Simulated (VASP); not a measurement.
# Mo2PdS6 (C2/m) in VASP: single point with PBE

Aim: the single point of Mo2PdS6 with PBE.

Program: VASP 6.6.1. These are calculated values, not measurements. Logs are shortened: lines on timing, memory, paths and dates and some standing lists are left out, and cuts for length are marked.

### 1 The cell of the first run

The structure is monoclinic, space group C2/m (No. 12). Conventional cell: a = 11.676 Å, b = 3.241 Å, c = 9.878 Å, α = 90.00°, β = 115.68°, γ = 90.00°. Within 3.3 Å of S (site symmetry m) lie 1 Pd at 2.33 Å and 2 Mo at 2.47 Å and 5 S at 3.08 to 3.24 Å. S (site symmetry m) has 1 Pd at 2.31 Å and 2 Mo at 2.46 Å and 2 S at 2.96 to 3.08 Å within 3.1 Å. S (site symmetry m) has 3 Mo at 2.46 to 2.58 Å and 7 S at 2.96 to 3.24 Å within 3.3 Å. Within 3.3 Å of Pd (site symmetry 2/m) lie 4 S at 2.31 to 2.33 Å and 4 Mo at 3.21 Å and 2 Pd at 3.24 Å. Mo (site symmetry m) has 7 S at 2.46 to 2.58 Å and 2 Pd at 3.21 Å and 2 Mo at 3.24 Å within 3.3 Å.

### 2 Single point, PBE

File POSCAR:

```
Mo2PdS6
1.0
    0.0000000000      3.2413240000      0.0000000000
    5.8382460000     -1.6206620000      0.0000000000
   -1.5578760000      1.6206620000     -8.9019010000
S Pd Mo
6 1 2
Direct
    0.0112900000      0.7815400000      0.7589600000
    0.9887100000      0.2184600000      0.2410400000
    0.7809600000      0.6891400000      0.1272200000
    0.2190400000      0.3108600000      0.8727800000
    0.3412700000      0.2224500000      0.5399100000
    0.6587300000      0.7775500000      0.4600900000
    0.0000000000      0.0000000000      0.0000000000
    0.3151400000      0.9239500000      0.2936700000
    0.6848600000      0.0760500000      0.7063300000
```

File INCAR.step1:

```
SYSTEM = Mo2PdS6
PREC = Accurate
ENCUT = 400
EDIFF = 1E-6
ISMEAR = 1
SIGMA = 0.138
LREAL = .FALSE.
LASPH = .TRUE.
NELM = 120
ALGO = Normal
ISIF = 2
LWAVE = .FALSE.
LCHARG = .TRUE.
LMAXMIX = 4
GGA = PE
NELECT = 76.0
ISYM = 0
NBANDS = 47
GGA_COMPAT = .FALSE.
NEDOS = 2001
LORBIT = 11
```

File KPOINTS.step1:

```
Automatic mesh
0
G
  8 5 3
  0 0 0
```

File INCAR.step2:

```
SYSTEM = Mo2PdS6
PREC = Accurate
ENCUT = 400
EDIFF = 1E-6
ISMEAR = -5
SIGMA = 0.138
LREAL = .FALSE.
LASPH = .TRUE.
NELM = 120
ALGO = Normal
ISIF = 2
LWAVE = .FALSE.
LCHARG = .FALSE.
LMAXMIX = 4
GGA = PE
LORBIT = 11
NEDOS = 1001
ICHARG = 11
NELECT = 76.0
ISYM = 0
GGA_COMPAT = .FALSE.
```

File KPOINTS.step2:

```
Automatic mesh
0
G
  12 8 5
  0 0 0
```

Potentials or basis: VASP PAW PBE potentials, release 64 (S, Pd, Mo_sv).

Launch:

```sh
cat potpaw_PBE.64/S/POTCAR potpaw_PBE.64/Pd/POTCAR potpaw_PBE.64/Mo_sv/POTCAR > POTCAR
cp INCAR.step1 INCAR
cp KPOINTS.step1 KPOINTS
mpirun -np 1 vasp_std > vasp.out
cp INCAR.step2 INCAR
cp KPOINTS.step2 KPOINTS
mpirun -np 1 vasp_std > vasp.out
```

OUTCAR:

```text
SYSTEM = Mo2PdS6
   PREC = Accurate
   ENCUT = 400
   EDIFF = 1E-6
   ISMEAR = -5
   LREAL = .FALSE.
   LASPH = .TRUE.
   NELM = 120
   ISIF = 2
   GGA = PE
   LORBIT = 11
   ICHARG = 11
   NELECT = 76.0
   ISYM = 0

 ion  position               nearest neighbor table
   1  0.011  0.782  0.759-   7 2.33   9 2.47   9 2.47
   2  0.989  0.218  0.241-   7 2.33   8 2.47   8 2.47
   3  0.781  0.689  0.127-   7 2.31   8 2.46   8 2.46
   4  0.219  0.311  0.873-   7 2.31   9 2.46   9 2.46
   5  0.341  0.222  0.540-   9 2.46   9 2.46   8 2.58
   6  0.659  0.778  0.460-   8 2.46   8 2.46   9 2.58
   7  0.000  0.000  0.000-   3 2.31   4 2.31   1 2.33   2 2.33   8 3.21   9 3.21   9 3.21   8 3.21

   8  0.315  0.924  0.294-   3 2.46   3 2.46   6 2.46   6 2.46   2 2.47   2 2.47   5 2.58   7 3.21
                             7 3.21
   9  0.685  0.076  0.706-   4 2.46   4 2.46   5 2.46   5 2.46   1 2.47   1 2.47   6 2.58   7 3.21
                             7 3.21

IMPORTANT INFORMATION: All symmetrisations will be switched off!
NOSYMM: (Re-)initialisation of all symmetry stuff for point group C_1.

----------------------------------------------------------------------------------------

                                     Primitive cell

  volume of cell :     168.4564

  direct lattice vectors                    reciprocal lattice vectors
     0.000000000  3.241324000  0.000000000     0.085642160  0.308515903  0.041179983
     5.838246000 -1.620662000  0.000000000     0.171284321  0.000000000 -0.029975590
    -1.557876000  1.620662000 -8.901901000     0.000000000  0.000000000 -0.112335556

  length of vectors
     3.241324000  6.059014910  9.181359614     0.322819505  0.173887477  0.112335556

  position of ions in fractional coordinates (direct lattice)
     0.011290000  0.781540000  0.758960000
     0.988710000  0.218460000  0.241040000
     0.780960000  0.689140000  0.127220000
     0.219040000  0.310860000  0.872780000
     0.341270000  0.222450000  0.539910000
     0.658730000  0.777550000  0.460090000
     0.000000000  0.000000000  0.000000000
     0.315140000  0.923950000  0.293670000
     0.684860000  0.076050000  0.706330000

  ion indices of the primitive-cell ions
   primitive index   ion index
                 1           1
                 2           2
                 3           3
                 4           4
                 5           5
                 6           6
                 7           7
                 8           8
                 9           9

----------------------------------------------------------------------------------------

 KPOINTS: Automatic mesh

Automatic generation of k-mesh.
 Grid dimensions read from file:
 generate k-points for:   12    8    5

 Generating k-lattice:

  Cartesian coordinates                     Fractional coordinates (reciprocal lattice)
     0.007136847  0.025709659  0.003431665     0.083333333  0.000000000 -0.000000000
     0.021410540  0.000000000 -0.003746949     0.000000000  0.125000000  0.000000000
     0.000000000  0.000000000 -0.022467111     0.000000000  0.000000000  0.200000000

  Length of vectors
     0.026901625  0.021735935  0.022467111

  Shift w.r.t. Gamma in fractional coordinates (k-lattice)
     0.000000000  0.000000000  0.000000000

 -----------------------------------------------------------------------------
|                                                                             |
|           W    W    AA    RRRRR   N    N  II  N    N   GGGG   !!!           |
|           W    W   A  A   R    R  NN   N  II  NN   N  G    G  !!!           |
|           W    W  A    A  R    R  N N  N  II  N N  N  G       !!!           |
|           W WW W  AAAAAA  RRRRR   N  N N  II  N  N N  G  GGG   !            |
|           WW  WW  A    A  R   R   N   NN  II  N   NN  G    G                |
|           W    W  A    A  R    R  N    N  II  N    N   GGGG   !!!           |
|                                                                             |
|     Your reciprocal lattice and k-lattice belong to different lattice       |
|     classes:                                                                |
|                                                                             |
|        The reciprocal lattice is base-centered monoclinic,                  |
|        whereas your k-lattice is triclinic.                                 |
|                                                                             |
|     Results are often still useful ...                                      |
|                                                                             |
 -----------------------------------------------------------------------------

 WARNING: IBZKPT: internal override: KBLOWUP is changed to .FALSE.
      ... skipping the blow-up phase ...

 TETIRR: Found   1440 inequivalent tetrahedra from     2880

 Subroutine IBZKPT returns following result:
 ===========================================

 Found    242 irreducible k-points:

 Following reciprocal coordinates:
            Coordinates               Weight
  0.000000  0.000000  0.000000      1.000000
  0.083333  0.000000 -0.000000      2.000000
  0.166667  0.000000  0.000000      2.000000
  0.250000  0.000000  0.000000      2.000000
  0.333333  0.000000  0.000000      2.000000
  0.416667 -0.000000  0.000000      2.000000
[... 16 lines left out ...]
  0.250000  0.250000  0.000000      2.000000
  0.333333  0.250000  0.000000      2.000000
 [... further k-points ...]
   k-points           NKPTS =    242   k-points in BZ     NKDIM =    242   number of bands    NBANDS=     45
   number of dos      NEDOS =   1001   number of ions     NIONS =      9
   total plane-waves  NPLWV =  57600
   dimension x,y,z NGX =    24 NGY =   40 NGZ =   60
   dimension x,y,z NGXF=    48 NGYF=   80 NGZF=  120
   ions per type =               6   1   2
   NGX,Y,Z   is equivalent  to a cutoff of  12.31, 10.98, 10.86 a.u.
   NGXF,Y,Z  is equivalent  to a cutoff of  24.62, 21.95, 21.73 a.u.
 SYSTEM =  Mo2PdS6
   PREC   = accura    normal or accurate (medium, high low for compatibility)
   ISTART =      0    job   : 0-new  1-cont  2-samecut
   ICHARG =     11    charge: 1-file 2-atom 10-const
   ISPIN  =      1    spin polarized calculation?
   LNONCOLLINEAR =      F non collinear calculations
   LSORBIT =      F    spin-orbit coupling
   LASPH  =      T    aspherical Exc in radial PAW
   ENCUT  =  400.0 eV  29.40 Ry    5.42 a.u.   5.29  9.88 14.97*2*pi/ulx,y,z
   NELM   =    120;   NELMIN=  2; NELMDL=  0     # of ELM steps
   EDIFF  = 0.1E-05   stopping-criterion for ELM
   LREAL  =      F    real-space projection
   EDIFFG = 0.1E-04   stopping-criterion for IOM
   NSW    =      0    number of steps for IOM
   IBRION =     -1    ionic relax: 0-MD 1-quasi-New 2-CG
   NFREE  =      0    steps in history (QN), initial steepest desc. (CG)
   ISIF   =      2    stress and relaxation
   ISYM   =      0    0-nonsym 1-usesym 2-fastsym
   POTIM  = 0.5000    time-step for ionic-motion
   TEBEG  =    0.0;   TEEND  =   0.0 temperature during run
   PSTRESS=    0.0 pullay stress
   NELECT =      76.0000    total number of electrons
   NUPDOWN=      -1.0000    fix difference up-down
   EMIN   =  10.00;   EMAX   =-10.00  energy-range for DOS
   EFERMI =   0.00;   METHOD = LEGACY
   ISMEAR =    -5;   SIGMA  =   0.14  broadening in eV -4-tet -1-fermi 0-gaus
   EFERMI_NEDOS =   21; number of points for ismear=-14 and -15
   IALGO  =     38    algorithm
   IMIX   =      4    mixing-type and parameters
     AMIX     =   0.40;   BMIX     =  1.00
     AMIX_MAG =   1.60;   BMIX_MAG =  1.00
  volume/ion in A,a.u.               =      18.72       126.31
  Fermi-wavevector in a.u.,A,eV,Ry     =   1.255597  2.372734 21.449898  1.576523
  Thomas-Fermi vector in A             =   2.389346
   LORBIT       =     11    0 simple, 1 ext, 2 COOP (PROOUT), +10 PAW based schemes
   GGA     = PE    functional components
   LHFCALC =     F    Hartree Fock is set to
   AEXX    =    0.0000 exact exchange contribution
   IVDW    =     0    specifies the selected vdW correction
   LEPSILON=     F    determine dielectric tensor
   LRPA    =     F    only Hartree local field effects (RPA)
 non-spin polarized calculation
 Fermi weights with tetrahedron method with Bloechl corrections
  energy-cutoff  :      400.00
  volume of cell :      168.46
 maximum number of plane-waves:      3079
 NGX is ok and might be reduce to    24

 number of electron      76.0000002 magnetization

 Free energy of the ion-electron system (eV)
  ---------------------------------------------------
  ext. energy  EPLUGINS =         0.00000000
  ---------------------------------------------------
  free energy    TOTEN  =       -41.61104208 eV

  energy without entropy =      -41.61104208  energy(sigma->0) =      -41.61104208

 E-fermi :   7.4690     XC(G=0): -10.7219

 val. band max:        7.4982944891   @ k =   0.0833   0.0000  -0.0000
 cond. band min:       7.4345270078   @ k =  -0.2500  -0.1250   0.4000
 fundamental gap:     -0.0637674813
 Fermi energy:         7.4689676764

 k-point     1 :       0.0000    0.0000    0.0000
  band No.  band energies     occupation
      1     -54.5421      2.00000
      2     -54.5413      2.00000
      3     -28.6940      2.00000
      4     -28.6782      2.00000
      5     -28.6758      2.00000
      6     -28.6711      2.00000
[... 37 lines left out ...]
     44       9.0450      0.00000
     45       9.6861      0.00000
[... 1063 lines left out ...]
      5     -28.6656      2.00000
      6     -28.6543      2.00000
[... 37 lines left out ...]
     44       9.4723      0.00000
     45       9.9099      0.00000

 [... further k-points ...]

------------------------ aborting loop because EDIFF is reached ----------------------------------------

  FORCE on cell =-STRESS in cart. coord.  units (eV):
  Direction    XX          YY          ZZ          XY          YZ          ZX
  --------------------------------------------------------------------------------------
  -------------------------------------------------------------------------------------
  Total       29.2320734     20.3220212     26.8087152     -0.0134859     -0.0040291      1.7431108
  in kB      278.0242048    193.2813222    254.9758142     -0.1282632     -0.0383208     16.5786050
  external PRESSURE =     242.0937804 kB  Pullay stress =       0.0000000 kB

 VOLUME and BASIS-vectors are now :
 -----------------------------------------------------------------------------
  energy-cutoff  :      400.00
  volume of cell :      168.46
      direct lattice vectors                 reciprocal lattice vectors
     0.000000000  3.241324000  0.000000000     0.085642160  0.308515903  0.041179983
     5.838246000 -1.620662000  0.000000000     0.171284321  0.000000000 -0.029975590
    -1.557876000  1.620662000 -8.901901000     0.000000000  0.000000000 -0.112335556

 POSITION                                       TOTAL-FORCE (eV/Angst)
 -----------------------------------------------------------------------------------
      3.38046      0.00000     -6.75619        -0.030610      0.000373      0.291297
      0.89991      3.24132     -2.14571         0.030605     -0.000372     -0.291296
      3.82518      1.62066     -1.13250        -0.457297      0.000699     -0.588251
      0.45519      1.62066     -7.76940         0.457299     -0.000702      0.588253
      0.45760      1.62066     -4.80623         0.497872      0.002525      0.091209
      3.82277      1.62066     -4.09568        -0.497867     -0.002527     -0.091210
      0.00000      0.00000      0.00000        -0.000001      0.000001     -0.000004
      4.93675      0.00000     -2.61422         0.537359      0.001861     -0.011160
     -0.65638      3.24132     -6.28768        -0.537359     -0.001857      0.011161
 -----------------------------------------------------------------------------------
    total drift:                               -0.000005     -0.000002     -0.000005

  FREE ENERGIE OF THE ION-ELECTRON SYSTEM (eV)
  ---------------------------------------------------
  free  energy   TOTEN  =       -41.6110420786 eV

  energy  without entropy=      -41.6110420786  energy(sigma->0) =      -41.61104208

 total charge

# of ion       s       p       d       tot
------------------------------------------
    1        1.361   2.398   0.000   3.759
    2        1.361   2.398   0.000   3.759
    3        1.364   2.379   0.000   3.743
    4        1.364   2.379   0.000   3.743
    5        1.365   2.387   0.000   3.752
    6        1.365   2.387   0.000   3.752
    7        0.521   0.659   8.657   9.837
    8        2.282   6.198   3.986  12.466
    9        2.282   6.198   3.986  12.466
--------------------------------------------------
tot         13.264  27.384  16.630  57.278
```

Wall time 24 min (1 thread of Intel Xeon 8259CL, shared host); peak memory 0.99 GiB.

What came out:

```
Valence electrons inside the program's atomic spheres : S 3.76, 3.74, 3.75 (each value once); Pd 9.84; Mo 12.47
```

Levels at points of the mesh, in eV from the Fermi level:
```tsv
k point	band 35	band 36	band 37	band 38	band 39	band 40	band 41	band 42
(0.00, 0.00, 0.00)	-1.34	-1.28	-1.05	-0.01	0.20	0.32	0.77	1.16
(0.50, 0.00, 0.00)	-2.48	-1.59	-1.50	-0.23	0.49	0.66	0.90	1.41
(0.00, 0.50, 0.00)	-1.39	-1.21	-1.03	-0.96	0.01	0.60	0.98	1.12
(0.50, 0.50, 0.00)	-2.33	-1.46	-1.43	-0.31	0.61	0.65	0.85	1.41
```

Caveat: the cell carries a net charge on a neutralising background, which shifts energy and pressure; the cell is charged against a uniform background, so pressure and absolute levels hang on convention; tetrahedron occupations give inexact forces and stress in metals.
